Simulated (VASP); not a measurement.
# SiF (Pmmn) in VASP: relaxation of cell and atoms with PBE

Aim: the relaxation of cell and atoms of SiF with PBE.

Program: VASP 6.6.1. These are calculated values, not measurements. Logs are shortened: lines on timing, memory, paths and dates and some standing lists are left out, and cuts for length are marked.

**1. The cell of the first run**

Symmetry: Pmmn, No. 59, orthorhombic system. Conventional cell: a = 3.986 Å, b = 6.620 Å, c = 6.397 Å, α = 90.00°, β = 90.00°, γ = 90.00°. Si (site symmetry m) has 1 F at 1.63 Å within 2.2 Å. Within 2.2 Å of F (site symmetry m) lie 1 Si at 1.63 Å.

**2. Relaxation of cell and atoms, PBE**

INCAR

```
ALGO = Normal
EDIFF = 1E-6
EDIFFG = -0.01
ENCUT = 600
GGA = PE
IBRION = 2
ISIF = 3
ISMEAR = 0
KPAR = 4
LASPH = T
LCHARG = F
LREAL = F
LWAVE = F
NELM = 60
NSW = 100
PREC = Accurate
SIGMA = 0.02
```

KPOINTS

```
k-points
0
Gamma
  10 6 6
```

POSCAR

```
SiF
1.0
    3.9860065231      0.0000000000      0.0000000000
    0.0000000000      6.6200633169      0.0000000000
    0.0000000000      0.0000000000      6.3969841708
Si F
4 4
Direct
    0.0000000000      0.8175127299      0.0772579464
    0.5000000000      0.6824872701      0.9227420536
    0.5000000000      0.3175127299      0.9227420536
    0.0000000000      0.1824872701      0.0772579464
    0.0000000000      0.7444208920      0.3199538616
    0.5000000000      0.7555791080      0.6800461384
    0.5000000000      0.2444208920      0.6800461384
    0.0000000000      0.2555791080      0.3199538616
```

Potentials or basis: VASP PAW PBE potentials, release 64 (Si, F).

Launch:

```console
$ cat potpaw_PBE.64/Si/POTCAR potpaw_PBE.64/F/POTCAR > POTCAR
$ mpirun -np 4 vasp_std > vasp.out
```

OUTCAR:

```text
EDIFF = 1E-6
   EDIFFG = -0.01
   ENCUT = 600
   GGA = PE
   IBRION = 2
   ISIF = 3
   ISMEAR = 0
   LASPH = T
   LREAL = F
   NELM = 60
   NSW = 100
   PREC = Accurate

 ion  position               nearest neighbor table
   1  0.000  0.818  0.077-   5 1.63   2 2.40   2 2.40   4 2.42
   2  0.500  0.682  0.923-   6 1.63   1 2.40   1 2.40   3 2.42
   3  0.500  0.318  0.923-   7 1.63   4 2.40   4 2.40   2 2.42
   4  0.000  0.182  0.077-   8 1.63   3 2.40   3 2.40   1 2.42
   5  0.000  0.744  0.320-   1 1.63
   6  0.500  0.756  0.680-   2 1.63
   7  0.500  0.244  0.680-   3 1.63
   8  0.000  0.256  0.320-   4 1.63

  LATTYP: Found a simple orthorhombic cell.
 ALAT       =     3.9860065231
 B/A-ratio  =     1.6048604371
 C/A-ratio  =     1.6608260118

  Lattice vectors:

 A1 = (  -3.9860065231,   0.0000000000,   0.0000000000)
 A2 = (   0.0000000000,   0.0000000000,   6.3969841708)
 A3 = (   0.0000000000,   6.6200633169,   0.0000000000)

Analysis of symmetry for initial positions (statically):
=====================================================================
 Subroutine PRICEL returns:
 Original cell was already a primitive cell.

 Routine SETGRP: Setting up the symmetry group for a
 simple orthorhombic supercell.

 Subroutine GETGRP returns: Found  8 space group operations
 (whereof  4 operations were pure point group operations)
 out of a pool of  8 trial point group operations.

The static configuration has the point symmetry C_2v.
 The point group associated with its full space group is D_2h.

Analysis of symmetry for dynamics (positions and initial velocities):
=====================================================================
 Subroutine PRICEL returns:
 Original cell was already a primitive cell.

 Routine SETGRP: Setting up the symmetry group for a
 simple orthorhombic supercell.

 Subroutine GETGRP returns: Found  8 space group operations
 (whereof  4 operations were pure point group operations)
 out of a pool of  8 trial point group operations.

The dynamic configuration has the point symmetry C_2v.
 The point group associated with its full space group is D_2h.

 Subroutine INISYM returns: Found  8 space group operations
 (whereof  4 operations are pure point group operations),
 and found     1 'primitive' translations
[... 124 lines left out ...]
   IALGO  =     38    algorithm
   IMIX   =      4    mixing-type and parameters
     AMIX     =   0.40;   BMIX     =  1.00
     AMIX_MAG =   1.60;   BMIX_MAG =  1.00
  volume/ion in A,a.u.               =      21.10       142.39
  Fermi-wavevector in a.u.,A,eV,Ry     =   1.045765  1.976208 14.879651  1.093623
  Thomas-Fermi vector in A             =   2.180574
   LORBIT       =      0    0 simple, 1 ext, 2 COOP (PROOUT), +10 PAW based schemes
   GGA     = PE    functional components
   LHFCALC =     F    Hartree Fock is set to
   AEXX    =    0.0000 exact exchange contribution
   IVDW    =     0    specifies the selected vdW correction
   LEPSILON=     F    determine dielectric tensor
   LRPA    =     F    only Hartree local field effects (RPA)
 conjugate gradient relaxation of ions
 non-spin polarized calculation
 Gauss-broadening in eV      SIGMA  =   0.02
  energy-cutoff  :      600.00
  volume of cell :      168.80
 maximum number of plane-waves:      5676
 NGX is ok and might be reduce to    32
   NGX = 15   NGY = 27   NGZ = 25

--------------------------------------- Ionic step        1  -------------------------------------------

 number of electron      44.0000007 magnetization

 Free energy of the ion-electron system (eV)
  ---------------------------------------------------
  ext. energy  EPLUGINS =         0.00000000
  ---------------------------------------------------
  free energy    TOTEN  =       -42.33165089 eV

  energy without entropy =      -42.33165089  energy(sigma->0) =      -42.33165089

------------------------ aborting loop because EDIFF is reached ----------------------------------------

  FORCE on cell =-STRESS in cart. coord.  units (eV):
  Direction    XX          YY          ZZ          XY          YZ          ZX
  --------------------------------------------------------------------------------------
  -------------------------------------------------------------------------------------
  Total       -0.5187525     -0.0330424      1.4077915      0.0000000      0.0000000      0.0000000
  in kB       -4.9237425     -0.3136217     13.3620622      0.0000000      0.0000000      0.0000000
  external PRESSURE =       2.7082327 kB  Pullay stress =       0.0000000 kB
[... 107 lines left out ...]
  FREE ENERGIE OF THE ION-ELECTRON SYSTEM (eV)
  ---------------------------------------------------
  free  energy   TOTEN  =       -42.3359874593 eV

  energy  without entropy=      -42.3359874593  energy(sigma->0) =      -42.33598746

[... ionic steps 4 to 24 ...]

--------------------------------------- Ionic step       25  -------------------------------------------

 number of electron      44.0000002 magnetization

------------------------ aborting loop because EDIFF is reached ----------------------------------------
[... 79 lines left out ...]
--------------------------------------- Ionic step       27  -------------------------------------------

 number of electron      44.0000000 magnetization

 Free energy of the ion-electron system (eV)
  ---------------------------------------------------
  ext. energy  EPLUGINS =         0.00000000
  ---------------------------------------------------
  free energy    TOTEN  =       -42.33850973 eV

  energy without entropy =      -42.33850973  energy(sigma->0) =      -42.33850973

 E-fermi :   1.1258     XC(G=0):  -7.5004

 val. band max:        1.0394324744   @ k =   0.0000   0.0000   0.5000
 cond. band min:       1.4776836841   @ k =   0.0000   0.0000   0.5000
 fundamental gap:      0.4382512097
 Fermi energy:         1.1258171001

 k-point     1 :       0.0000    0.0000    0.0000
  band No.  band energies     occupation
      1     -23.4195      2.00000
      2     -23.3581      2.00000
      3     -23.3462      2.00000
      4     -23.2911      2.00000
      5      -9.2789      2.00000
      6      -7.7382      2.00000
[... 709 lines left out ...]
     26       4.4337      0.00000
     27       5.7376      0.00000

 [... further k-points ...]

------------------------ aborting loop because EDIFF is reached ----------------------------------------

  FORCE on cell =-STRESS in cart. coord.  units (eV):
  Direction    XX          YY          ZZ          XY          YZ          ZX
  --------------------------------------------------------------------------------------
  -------------------------------------------------------------------------------------
  Total       -0.0468596      0.0017524      0.0062978      0.0000000      0.0000000      0.0000000
  in kB       -0.4412842      0.0165025      0.0593075      0.0000000      0.0000000      0.0000000
  external PRESSURE =      -0.1218248 kB  Pullay stress =       0.0000000 kB
[... 23 lines left out ...]
  FREE ENERGIE OF THE ION-ELECTRON SYSTEM (eV)
  ---------------------------------------------------
  free  energy   TOTEN  =       -42.3385097303 eV

  energy  without entropy=      -42.3385097303  energy(sigma->0) =      -42.33850973

 reached required accuracy - stopping structural energy minimisation
```

OSZICAR:

```text
N       E                     dE             d eps       ncg     rms          rms(c)
DAV:   1     0.302148906077E+03    0.30215E+03   -0.22695E+04  5184   0.158E+03
DAV:   2    -0.179255134643E+02   -0.32007E+03   -0.31346E+03  6529   0.314E+02
DAV:   3    -0.444124897775E+02   -0.26487E+02   -0.26344E+02  5782   0.100E+02
DAV:   4    -0.448551025998E+02   -0.44261E+00   -0.44180E+00  6484   0.138E+01
[... 196 lines left out ...]
DAV:   1    -0.423386116596E+02   -0.13594E-03   -0.52462E-03  5214   0.566E-01    0.833E-02
DAV:   2    -0.423385176344E+02    0.94025E-04   -0.40123E-04  5703   0.158E-01    0.245E-02
DAV:   3    -0.423385128651E+02    0.47694E-05   -0.27636E-05  5441   0.341E-02    0.139E-02
DAV:   4    -0.423385102280E+02    0.26370E-05   -0.54418E-06  6064   0.195E-02    0.509E-03
DAV:   5    -0.423385097303E+02    0.49769E-06   -0.11688E-06  2796   0.740E-03
  27 F= -.42338510E+02 E0= -.42338510E+02  d E =-.343925E-04
```

CONTCAR:

```text
SiF
   1.00000000000000
     3.9628485657732302    0.0000000000000000    0.0000000000000000
     0.0000000000000000    6.6367677905741607    0.0000000000000000
     0.0000000000000000    0.0000000000000000    6.4688453684966056
  Si              F
     4     4
Direct
     0.0000000000000000    0.8185208346849753    0.0758645196229442
     0.5000000000000000    0.6814791653150247    0.9241354803770560
     0.5000000000000000    0.3185208346849755    0.9241354803770560
     0.0000000000000000    0.1814791653150246    0.0758645196229442
     0.0000000000000000    0.7470876314838532    0.3176378989481554
     0.5000000000000000    0.7529123685161468    0.6823621010518447
     0.5000000000000000    0.2470876314838528    0.6823621010518447
     0.0000000000000000    0.2529123685161472    0.3176378989481554

  0.00000000E+00  0.00000000E+00  0.00000000E+00
  0.00000000E+00  0.00000000E+00  0.00000000E+00
  0.00000000E+00  0.00000000E+00  0.00000000E+00
  0.00000000E+00  0.00000000E+00  0.00000000E+00
  0.00000000E+00  0.00000000E+00  0.00000000E+00
  0.00000000E+00  0.00000000E+00  0.00000000E+00
  0.00000000E+00  0.00000000E+00  0.00000000E+00
  0.00000000E+00  0.00000000E+00  0.00000000E+00
```

Run time: 35 min. Hardware: 4 MPI ranks of Oxide Virtual Turin-like, shared host; peak memory 0.57 GiB.

What came out:

```yaml
Free_energy: -42.3385 eV
Relaxed_volume: 21.27 Å³/atom
Relaxed_cell: a = 3.963 Å, b = 6.637 Å, c = 6.469 Å, α = 90.00°, β = 90.00°, γ = 90.00°
Space_group_after_relaxing_to_0.1_Å: Pmmn (No. 59)
Energy_gained_by_relaxing: 0.9 meV/atom
Ionic_steps: 27
Pressure_after_relaxing: 0.0 GPa
Largest_force_after_relaxing: 0.004 eV/Å
Band_gap_on_the_k_mesh: 0.44 eV
```

Forces on the atoms (eV/Å):
```
Si   0.000  0.003 -0.003
Si   0.000 -0.003  0.003
Si   0.000  0.003  0.003
Si   0.000 -0.003 -0.003
F    0.000  0.000 -0.003
F    0.000  0.000  0.003
F    0.000  0.000  0.003
F    0.000  0.000 -0.003
```

Step by step:
| step | energy change (eV) | largest force (eV/Å) | pressure (GPa) | volume (Å³) |
| --- | --- | --- | --- | --- |
| 1 | 0.0000 | 0.2659 | 0.27 | 168.80 |
| 2 | 0.0385 | 0.7718 | -1.58 | 169.67 |
| 3 | -0.0043 | 0.0347 | -0.21 | 169.01 |
| 4 | -0.0043 | 0.0357 | -0.20 | 169.00 |
| 5 | -0.0053 | 0.0160 | -0.05 | 168.48 |
| 6 | -0.0055 | 0.0226 | 0.05 | 168.13 |
| 7 | -0.0058 | 0.0145 | 0.06 | 168.16 |
| 8 | -0.0058 | 0.0244 | 0.07 | 168.18 |
| 9 | -0.0059 | 0.0154 | 0.01 | 168.43 |
| 10 | -0.0059 | 0.0155 | -0.01 | 168.51 |
| 11 | -0.0060 | 0.0196 | 0.02 | 168.55 |
| 12 | -0.0061 | 0.0472 | 0.10 | 168.67 |
| 13 | -0.0061 | 0.0465 | 0.08 | 168.68 |
| 14 | -0.0062 | 0.0445 | 0.09 | 168.71 |
| 15 | -0.0062 | 0.0408 | 0.08 | 168.78 |
| 16 | -0.0063 | 0.0363 | 0.06 | 168.91 |
| 17 | -0.0064 | 0.0427 | 0.04 | 169.16 |
| 18 | -0.0065 | 0.0339 | 0.03 | 169.26 |
| 19 | -0.0066 | 0.0124 | 0.04 | 169.53 |
| 20 | -0.0066 | 0.0458 | 0.01 | 170.08 |
| 21 | -0.0067 | 0.0216 | 0.00 | 169.82 |
| 22 | -0.0067 | 0.0133 | 0.01 | 169.73 |
| 23 | -0.0067 | 0.0161 | 0.02 | 169.76 |
| 24 | -0.0067 | 0.0188 | 0.03 | 169.79 |
| 25 | -0.0068 | 0.0155 | 0.03 | 169.85 |
| 26 | -0.0068 | 0.0195 | 0.03 | 170.04 |
| 27 | -0.0069 | 0.0036 | -0.01 | 170.13 |

Final structure:
```
CELL_PARAMETERS angstrom
3.96285 0.00000 0.00000
0.00000 6.63677 0.00000
0.00000 0.00000 6.46885
ATOMIC_POSITIONS crystal
Si 0.00000 0.81852 0.07586
Si 0.50000 0.68148 0.92414
Si 0.50000 0.31852 0.92414
Si 0.00000 0.18148 0.07586
F 0.00000 0.74709 0.31764
F 0.50000 0.75291 0.68236
F 0.50000 0.24709 0.68236
F 0.00000 0.25291 0.31764
```

Levels at points of the mesh, in eV from the valence-band top:
| k point | band 20 | band 21 | band 22 | band 23 | band 24 | band 25 |
| --- | --- | --- | --- | --- | --- | --- |
| (0.00, 0.00, 0.00) | -1.25 | -0.26 | -0.03 | 0.71 | 2.32 | 2.64 |
| (0.50, 0.00, 0.00) | -3.53 | -2.21 | -2.21 | 2.66 | 2.66 | 4.64 |
| (0.00, 0.50, 0.00) | -2.46 | -0.79 | -0.79 | 1.41 | 1.41 | 3.05 |
| (0.50, 0.50, 0.00) | -3.81 | -1.17 | -1.17 | 2.06 | 2.06 | 3.39 |
| (0.00, 0.00, 0.50) | -1.21 | -0.26 | 0.00 | 0.44 | 2.17 | 2.61 |
| (0.50, 0.00, 0.50) | -3.72 | -2.25 | -2.25 | 2.63 | 2.63 | 4.56 |
| (0.00, 0.50, 0.50) | -2.43 | -0.75 | -0.75 | 1.25 | 1.25 | 2.95 |
| (0.50, 0.50, 0.50) | -4.03 | -1.19 | -1.19 | 2.03 | 2.03 | 3.30 |

A k mesh can miss the band edges.
